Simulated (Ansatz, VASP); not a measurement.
**Mo in VASP and in Ansatz**

The input INCAR:

```
SYSTEM = Mo
PREC = Accurate ; ENCUT = 520
EDIFF = 1E-7 ; ISMEAR = -1
SIGMA = 0.08 ; LREAL = .False.
LASPH = .True. ; NELM = 100
ALGO = Normal ; ISIF = 2
LWAVE = .False. ; LCHARG = .False.
GGA = PS ; NBANDS = 21
```

Contents of KPOINTS:

```
Automatic mesh
0
Gamma
  12 12 12
  0 0 0
```

File POSCAR:

```
Mo
1.0
    0.0000000000      2.5492549201      2.5492549201
    2.5492549201      0.0000000000      2.5492549201
    2.5492549201      2.5492549201      0.0000000000
Mo
2
Direct
   -0.1250000000     -0.1250000000     -0.1250000000
    0.1250000000      0.1250000000      0.1250000000
```

Input for Ansatz:

```yaml
crystal:
  lattice:
    - [0.0, 2.5492549201, 2.5492549201]
    - [2.5492549201, 0.0, 2.5492549201]
    - [2.5492549201, 2.5492549201, 0.0]
  atoms:
    - { symbol: Mo, position: [-0.125, -0.125, -0.125] }
    - { symbol: Mo, position: [0.125, 0.125, 0.125] }
kpoints:
  mp_grid: { grid: [12, 12, 12] }
scf:
  occupations: { method: fermi_dirac, width: 0.08 }
hamiltonian:
  xc: pbesol
  pseudopotentials: { kind: all_electron, lapw: { basis_error: 0.001 } }
output:
  forces: true
  stress: true
  eigenvalues: true
  populations: true
```

Change from the starting cell: volume scaled by 0.75, LAPW.

Alike in both runs: task single point; functional PBEsol; k mesh 12 × 12 × 12; occupations fermi-dirac, width 0.08 eV; no spin polarisation.

```csv
,VASP,Ansatz
version,VASP 6.6.1,Ansatz 0.2.0
potentials or method,"VASP PAW PBE potentials, release 64 (Mo_sv), cutoff 520 eV","all-electron LAPW, scalar-relativistic"
```

Ansatz gave:

- pressure (GPa): 61.2

Problem. What did VASP give for the same quantities?

Solution. Pressure (GPa): 63.6.

VASP's potentials were made for PBE, not for PBEsol. Both programs put the cell under a high pressure, so it lies far from rest at this level. Ansatz ran all-electron here, and VASP with PAW potentials.

Noted on VASP's run: the cell as given lies far from equilibrium.
